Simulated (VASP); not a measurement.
Ga2O, 3 atoms in the cell. It takes space group P6/mmm (No. 191, hexagonal). The conventional cell has a = 4.228 Å, b = 4.228 Å, c = 3.089 Å, α = 90.00°, β = 90.00°, γ = 120.00°. Within 3.2 Å of Ga (site symmetry -6m2) lie 5 Ga at 2.44 to 3.09 Å and 6 O at 2.89 Å. O (site symmetry 6/mmm) has 12 Ga at 2.89 Å and 2 O at 3.09 Å within 3.8 Å. 

```yaml
Program: VASP 6.6.1
Task: single point
Functional: PBE
Potentials_or_basis: VASP PAW PBE potentials, release 64 (Ga_d, O)
Cutoff: 520 eV
k_mesh: 6 × 6 × 6
Occupations: gaussian, width 0.1 eV
Spin: no spin polarisation
Dipole_correction: no
Further_INCAR_settings: ALGO = Normal; EDIFF = 1e-07; NBANDS = 23
```

Potentials or basis: VASP PAW PBE potentials, release 64 (Ga_d, O).

The run is started by

```sh
$ cat potpaw_PBE.64/Ga_d/POTCAR potpaw_PBE.64/O/POTCAR > POTCAR
$ mpirun -np 1 vasp_std > vasp.out
```

Hardware: 1 thread of Intel(R) Xeon(R) Platinum 8375C CPU @ 2.90GHz (Ice Lake) (shared host).

**Question.** Estimate the wall time of this run.

**Answer.** Run time: 31 s on 1 thread of Intel(R) Xeon(R) Platinum 8375C CPU @ 2.90GHz (Ice Lake), with other jobs on the host, peak memory 0.17 GiB. Counts: scf iterations 19, k points 28.
